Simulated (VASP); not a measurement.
# W4C in VASP: further runs, part 2 of 2

VASP 6.6.1. The steps go on from the part before.

### 3 Single point, PBE

INCAR

```
SYSTEM = W4C
PREC = Accurate
ENCUT = 520
EDIFF = 1E-7
ISMEAR = 0
SIGMA = 0.1
LREAL = .FALSE.
LASPH = .TRUE.
NELM = 80
ALGO = Normal
ISIF = 2
LWAVE = .FALSE.
LCHARG = .FALSE.
LDIPOL = .TRUE.
IDIPOL = 3
DIPOL = 0.5 0.5 0.349
GGA = PE
NBANDS = 38
```

KPOINTS

```
Automatic mesh
0
G
  9 7 1
  0 0 0
```

POSCAR

```
W4C
1.0
    2.8547213223      0.0000000000      0.0000000000
    0.0000000000      4.0371856107      0.0000000000
    0.0000000000      0.0000000000     19.4570327473
W C
4 1
Direct
    0.5000000000      0.5000000000      0.2055811928
    0.0000000000      0.0000000000      0.2789408195
    0.5000000000      0.5000000000      0.3513926690
    0.0000000000      0.0000000000      0.4089540708
    0.1666666667      0.1000000000      0.5000217380
```

Potentials or basis: VASP PAW PBE potentials, release 64 (W_sv, C).

Run with:

```console
$ cat potpaw_PBE.64/W_sv/POTCAR potpaw_PBE.64/C/POTCAR > POTCAR
$ mpirun -np 1 vasp_std > vasp.out
```

OUTCAR:

```text
SYSTEM = W4C
   PREC = Accurate
   ENCUT = 520
   EDIFF = 1E-7
   ISMEAR = 0
   LREAL = .FALSE.
   LASPH = .TRUE.
   NELM = 80
   ISIF = 2
   GGA = PE

 ion  position               nearest neighbor table
   1  0.500  0.500  0.206-   3 2.84   2 2.85   2 2.85   2 2.85   2 2.85
   2  0.000  0.000  0.279-   4 2.53   3 2.85   3 2.85   3 2.85   3 2.85   1 2.85   1 2.85   1 2.85
                             1 2.85
   3  0.500  0.500  0.351-   4 2.71   4 2.71   4 2.71   4 2.71   1 2.84   2 2.85   2 2.85   2 2.85
                             2 2.85
   4  0.000  0.000  0.409-   5 1.88   2 2.53   3 2.71   3 2.71   3 2.71   3 2.71
   5  0.167  0.100  0.500-   4 1.88

  LATTYP: Found a simple orthorhombic cell.
 ALAT       =     2.8547213223
 B/A-ratio  =     1.4142135623
 C/A-ratio  =     6.8157380531

  Lattice vectors:

 A1 = (   2.8547213223,   0.0000000000,   0.0000000000)
 A2 = (   0.0000000000,   4.0371856107,   0.0000000000)
 A3 = (   0.0000000000,   0.0000000000,  19.4570327473)

Analysis of symmetry for initial positions (statically):
=====================================================================
 Subroutine PRICEL returns:
 Original cell was already a primitive cell.

 Routine SETGRP: Setting up the symmetry group for a
 simple orthorhombic supercell.

 Subroutine GETGRP returns: Found  1 space group operations
 (whereof  1 operations were pure point group operations)
 out of a pool of  8 trial point group operations.

The static configuration has the point symmetry C_1 .

Analysis of symmetry for dynamics (positions and initial velocities):
=====================================================================
 Subroutine PRICEL returns:
 Original cell was already a primitive cell.

 Routine SETGRP: Setting up the symmetry group for a
 simple orthorhombic supercell.

 Subroutine GETGRP returns: Found  1 space group operations
 (whereof  1 operations were pure point group operations)
 out of a pool of  8 trial point group operations.

The dynamic configuration has the point symmetry C_1 .

 Subroutine INISYM returns: Found  1 space group operations
 (whereof  1 operations are pure point group operations),
 and found     1 'primitive' translations

----------------------------------------------------------------------------------------

                                     Primitive cell

  volume of cell :     224.2431

  direct lattice vectors                    reciprocal lattice vectors
     2.854721322  0.000000000  0.000000000     0.350296890  0.000000000  0.000000000
     0.000000000  4.037185611  0.000000000     0.000000000  0.247697306  0.000000000
     0.000000000  0.000000000 19.457032747     0.000000000  0.000000000  0.051395298

  length of vectors
     2.854721322  4.037185611 19.457032747     0.350296890  0.247697306  0.051395298

  position of ions in fractional coordinates (direct lattice)
     0.500000000  0.500000000  0.205581193
     0.000000000  0.000000000  0.278940820
     0.500000000  0.500000000  0.351392669
     0.000000000  0.000000000  0.408954071
     0.166666667  0.100000000  0.500021738

  ion indices of the primitive-cell ions
   primitive index   ion index
                 1           1
                 2           2
                 3           3
                 4           4
[... 54 lines left out ...]
 [... further k-points ...]
   k-points           NKPTS =     32   k-points in BZ     NKDIM =     32   number of bands    NBANDS=     38
   number of dos      NEDOS =    301   number of ions     NIONS =      5
   total plane-waves  NPLWV = 108000
   dimension x,y,z NGX =    24 NGY =   30 NGZ =  150
   dimension x,y,z NGXF=    48 NGYF=   60 NGZF=  300
   ions per type =               4   1
   NGX,Y,Z   is equivalent  to a cutoff of  13.98, 12.35, 12.82 a.u.
   NGXF,Y,Z  is equivalent  to a cutoff of  27.95, 24.71, 25.63 a.u.
 SYSTEM =  W4C
   PREC   = accura    normal or accurate (medium, high low for compatibility)
   ISTART =      0    job   : 0-new  1-cont  2-samecut
   ICHARG =      2    charge: 1-file 2-atom 10-const
   ISPIN  =      1    spin polarized calculation?
   LNONCOLLINEAR =      F non collinear calculations
   LSORBIT =      F    spin-orbit coupling
   LASPH  =      T    aspherical Exc in radial PAW
   ENCUT  =  520.0 eV  38.22 Ry    6.18 a.u.   5.31  7.51 36.18*2*pi/ulx,y,z
   NELM   =     80;   NELMIN=  2; NELMDL= -5     # of ELM steps
   EDIFF  = 0.1E-06   stopping-criterion for ELM
   LREAL  =      F    real-space projection
   EDIFFG = 0.1E-05   stopping-criterion for IOM
   NSW    =      0    number of steps for IOM
   IBRION =     -1    ionic relax: 0-MD 1-quasi-New 2-CG
   NFREE  =      0    steps in history (QN), initial steepest desc. (CG)
   ISIF   =      2    stress and relaxation
   ISYM   =      2    0-nonsym 1-usesym 2-fastsym
   POTIM  = 0.5000    time-step for ionic-motion
   TEBEG  =    0.0;   TEEND  =   0.0 temperature during run
   PSTRESS=    0.0 pullay stress
   NELECT =      60.0000    total number of electrons
   NUPDOWN=      -1.0000    fix difference up-down
   EMIN   =  10.00;   EMAX   =-10.00  energy-range for DOS
   EFERMI =   0.00;   METHOD = LEGACY
   ISMEAR =     0;   SIGMA  =   0.10  broadening in eV -4-tet -1-fermi 0-gaus
   EFERMI_NEDOS =   21; number of points for ismear=-14 and -15
   IALGO  =     38    algorithm
   IMIX   =      4    mixing-type and parameters
     AMIX     =   0.40;   BMIX     =  1.00
     AMIX_MAG =   1.60;   BMIX_MAG =  1.00
  volume/ion in A,a.u.               =      44.85       302.65
  Fermi-wavevector in a.u.,A,eV,Ry     =   1.054918  1.993507 15.141284  1.112853
  Thomas-Fermi vector in A             =   2.190097
   LORBIT       =      0    0 simple, 1 ext, 2 COOP (PROOUT), +10 PAW based schemes
   GGA     = PE    functional components
   LHFCALC =     F    Hartree Fock is set to
   AEXX    =    0.0000 exact exchange contribution
   IVDW    =     0    specifies the selected vdW correction
   LEPSILON=     F    determine dielectric tensor
   LRPA    =     F    only Hartree local field effects (RPA)
 non-spin polarized calculation
 Gauss-broadening in eV      SIGMA  =   0.10
  energy-cutoff  :      520.00
  volume of cell :      224.24
 maximum number of plane-waves:      6071
 NGX is ok and might be reduce to    24
   NGX = 11   NGY = 15   NGZ = 73

 dipolmoment           0.000000      0.000000     -0.434328 electrons x Angstroem

 number of electron      59.9999989 magnetization

 dipolmoment           0.000000      0.000000      0.174805 electrons x Angstroem

 Free energy of the ion-electron system (eV)
  ---------------------------------------------------
  ext. energy  EPLUGINS =         0.00000000
  ---------------------------------------------------
  free energy    TOTEN  =       -51.20074592 eV

  energy without entropy =      -51.17257851  energy(sigma->0) =      -51.18666221

 E-fermi :  -0.3683     XC(G=0):  -5.4870

 val. band max:       -0.3810743791   @ k =   0.1111  -0.4286   0.0000
 cond. band min:      -0.3677981645   @ k =   0.3333   0.1429   0.0000
 fundamental gap:      0.0132762146
 Fermi energy:        -0.3682564676

 k-point     1 :       0.0000    0.0000    0.0000
  band No.  band energies     occupation
      1     -74.3371      2.00000
      2     -74.1486      2.00000
      3     -73.9454      2.00000
      4     -73.5674      2.00000
      5     -38.8270      2.00000
      6     -38.7952      2.00000
[... 973 lines left out ...]
     37       1.7808      0.00000
     38       2.2034      0.00000

 [... further k-points ...]

------------------------ aborting loop because EDIFF is reached ----------------------------------------

 vacuum level on the upper side and lower side of the slab       (xc-potential included)         1.255        -1.468

  FORCE on cell =-STRESS in cart. coord.  units (eV):
  Direction    XX          YY          ZZ          XY          YZ          ZX
  --------------------------------------------------------------------------------------
  -------------------------------------------------------------------------------------
  Total       -2.7516008     -0.0987755      0.9721934      0.3446714      0.3448243      2.2952954
  in kB      -19.6597038     -0.7057336      6.9461507      2.4626163      2.4637088     16.3994820
  external PRESSURE =      -4.4730956 kB  Pullay stress =       0.0000000 kB

 VOLUME and BASIS-vectors are now :
 -----------------------------------------------------------------------------
  energy-cutoff  :      520.00
  volume of cell :      224.24
      direct lattice vectors                 reciprocal lattice vectors
     2.854721322  0.000000000  0.000000000     0.350296890  0.000000000  0.000000000
     0.000000000  4.037185611  0.000000000     0.000000000  0.247697306  0.000000000
     0.000000000  0.000000000 19.457032747     0.000000000  0.000000000  0.051395298

 POSITION                                       TOTAL-FORCE (eV/Angst)
 -----------------------------------------------------------------------------------
      1.42736      2.01859      4.00000        -0.092616     -0.022317      2.088446
      0.00000      0.00000      5.42736         0.245402      0.053326     -3.132745
      1.42736      2.01859      6.83706        -0.541030     -0.113886     -1.030993
      0.00000      0.00000      7.95703        -0.708730     -0.066095      1.966740
      0.47579      0.40372      9.72894         1.096975      0.148972      0.108553
 -----------------------------------------------------------------------------------
    total drift:                               -0.000013     -0.000008      0.000965

  FREE ENERGIE OF THE ION-ELECTRON SYSTEM (eV)
  ---------------------------------------------------
  free  energy   TOTEN  =       -51.2007459170 eV

  energy  without entropy=      -51.1725785124  energy(sigma->0) =      -51.18666221

 vacuum level on the upper side and lower side of the slab         6.405         3.616
```

OSZICAR:

```text
N       E                     dE             d eps       ncg     rms          rms(c)
DAV:   1     0.674408915504E+03    0.67441E+03   -0.36753E+04  2976   0.146E+03
DAV:   2    -0.264153676206E+02   -0.70082E+03   -0.68884E+03  2880   0.446E+02
DAV:   3    -0.551790507059E+02   -0.28764E+02   -0.27674E+02  2920   0.922E+01
[... 24 lines left out ...]
DAV:  28    -0.512007414567E+02   -0.71315E-05   -0.34166E-07  2092   0.258E-03    0.110E-03
DAV:  29    -0.512007439628E+02   -0.25061E-05   -0.13636E-07  1920   0.147E-03    0.473E-04
DAV:  30    -0.512007456801E+02   -0.17173E-05   -0.15547E-07  1984   0.103E-03    0.439E-04
DAV:  31    -0.512007458785E+02   -0.19840E-06   -0.28856E-08  1760   0.633E-04    0.164E-04
DAV:  32    -0.512007459170E+02   -0.38453E-07   -0.52066E-09  1564   0.258E-04
   1 F= -.51200746E+02 E0= -.51186662E+02  d E =-.281674E-01
```

stdout:

```text
POSCAR found type information on POSCAR W C
 POSCAR found :  2 types and       5 ions
 scaLAPACK will be used
 LDA part: xc-table for (Slater+PW92), standard interpolation
 POSCAR, INCAR and KPOINTS ok, starting setup
 FFT: planning ... GRIDC
 FFT: planning ... GRID_SOFT
 FFT: planning ... GRID
 WAVECAR not read
 entering main loop
```

It took 5.4 min on 1 thread of Intel Xeon Platinum 8488C (Sapphire Rapids), shared host; peak memory 0.44 GiB.

Results:

```
Free energy            : -51.2007 eV
Largest force          : 3.143 eV/Å
Band gap on the k mesh : zero (bands 30 and 31 overlap by 0.53 eV)
```

Forces on the atoms (eV/Å):
```
W   -0.093 -0.022  2.088
W    0.245  0.053 -3.133
W   -0.541 -0.114 -1.031
W   -0.709 -0.066  1.967
C    1.097  0.149  0.109
```

Caveat: spin-orbit coupling is left out, which moves the levels of the heavy elements.

### 4 Single point, PBE

INCAR

```
ALGO     = Normal         # electronic algorithm
DIPOL    = 0.5 0.5 0.344
EDIFF    = 1E-6           # SCF threshold, eV
ENCUT    = 520            # plane-wave cutoff, eV
GGA      = PE             # functional
IDIPOL   = 3            
ISIF     = 2              # what is computed and relaxed
ISMEAR   = 0              # smearing method
LASPH    = True           # aspherical terms in the spheres
LCHARG   = False          # write CHGCAR
LDIPOL   = True         
LREAL    = False          # projectors in reciprocal space
LWAVE    = False          # write WAVECAR
NBANDS   = 38             # bands
NELM     = 60             # most SCF steps
PREC     = Accurate       # precision mode
SIGMA    = 0.1            # smearing width, eV
```

KPOINTS

```
k-points
0
Gamma
  9 7 1
```

Changes to POSCAR since step 3:

```diff
@@ -12,2 +12,2 @@
     0.0000000000      0.0000000000      0.4089540708
-    0.1666666667      0.1000000000      0.5000217380
+    0.1666666667      0.3000000000      0.4754016824
```

Run with:

```console
$ cat potpaw_PBE.64/W_sv/POTCAR potpaw_PBE.64/C/POTCAR > POTCAR
$ mpirun -np 1 vasp_std > vasp.out
```

Wall time 4.8 min (1 thread of Intel Xeon Platinum 8488C (Sapphire Rapids), shared host); peak memory 0.45 GiB.

The run converged. Its results:

```yaml
Free_energy: -51.6720 eV
Largest_force: 3.673 eV/Å
Band_gap_on_the_k_mesh: zero (bands 30 and 31 overlap by 0.41 eV)
```

Forces in eV/Å, atoms in the order of the input:
```
W   -0.061  0.012  2.231
W    0.198  0.220 -3.661
W   -0.366  0.094 -0.925
W   -1.118 -2.508  2.276
C    1.346  2.182  0.079
```

Levels at points of the mesh, in eV from the Fermi level:
| k point | band 27 | band 28 | band 29 | band 30 | band 31 | band 32 | band 33 | band 34 |
| --- | --- | --- | --- | --- | --- | --- | --- | --- |
| (0.00, 0.00, 0.00) | -1.09 | -0.74 | -0.50 | 0.14 | 0.25 | 0.89 | 1.14 | 1.25 |

Caveat: spin-orbit coupling is left out, which moves the levels of the heavy elements.

### 5 Overview

| cell | gap on the mesh (eV) | largest force (eV/Å) |
| --- | --- | --- |
| as given, atomic positions A | none | 6.17 |
| as given, atomic positions B | none | 3.14 |
| as given, atomic positions C | none | 3.67 |

Alike in all rows: task single point; level PBE; potentials or basis VASP PAW PBE potentials, release 64 (W_sv, C); no spin polarisation; k mesh 9 × 7 × 1; cutoff (eV) 520; smearing gaussian 0.1 eV.

Caveats: spin-orbit coupling is left out, which moves the levels of the heavy elements.

Total energies depend on the potentials used, so only differences within one code and one set of settings carry meaning.
